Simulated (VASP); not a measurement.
Set up this calculation in VASP 6.6.1, as the native input.

```
Task                   : single point
Functional             : PBE
Potentials or basis    : VASP PAW PBE potentials, release 64 (Nd_3, P), 4f in core
Cutoff                 : 500 eV
k mesh                 : 4 × 4 × 4
Occupations            : gaussian, width 0.1 eV
Spin                   : no spin polarisation
Dipole correction      : no
Mended                 : yes
Further INCAR settings : ALGO = Normal; EDIFF = 1e-06; NBANDS = 21
```

The structure of NdP3 lies in POSCAR:

```
NdP3
1.0
    4.2256767420      0.0000000000      0.0000000000
    0.0000000000      4.2256767420      0.0000000000
    0.0000000000      0.0000000000      4.2256767420
Nd P
1 3
Direct
    0.0000000000      0.0000000000      0.0000000000
    0.5000000000      0.5000000000      0.0000000000
    0.5000000000      0.0000000000      0.5000000000
    0.0000000000      0.5000000000      0.5000000000
```

The cell was built from a structure type or drawn by symmetry, and may not be a known phase.

One way to write it, as run:

INCAR

```
PREC = Accurate ; ENCUT = 500
EDIFF = 1E-6 ; ISMEAR = 0
SIGMA = 0.1 ; LREAL = F
LASPH = T ; NELM = 200
ALGO = Normal ; ISIF = 2
LWAVE = F ; LCHARG = F
GGA = PE ; NBANDS = 21
GGA_COMPAT = F ; LMAXMIX = 6
```

KPOINTS

```
regular mesh
0
Gamma
  4 4 4
```

Potentials or basis: VASP PAW PBE potentials, release 64 (Nd_3, P), 4f in core.

Launch:

```sh
$ cat potpaw_PBE.64/Nd_3/POTCAR potpaw_PBE.64/P/POTCAR > POTCAR
$ mpirun -np 1 vasp_std > vasp.out
```

It gave:

The pressure is -0.3 GPa and the band gap on the k mesh is zero (bands 13 and 14 overlap by 3.82 eV).

Caveat: the k points lie up to 0.37 Å⁻¹ apart, too coarse for converged energies and pressures of a metal; spin-orbit coupling is left out, which moves the levels of the heavy elements; the 4f electrons are frozen in the core, so they carry no moment and show no levels.

Run time: 12 s on 1 thread of Intel(R) Xeon(R) Platinum 8488C (Sapphire Rapids), on a shared host, peak memory 0.17 GiB.
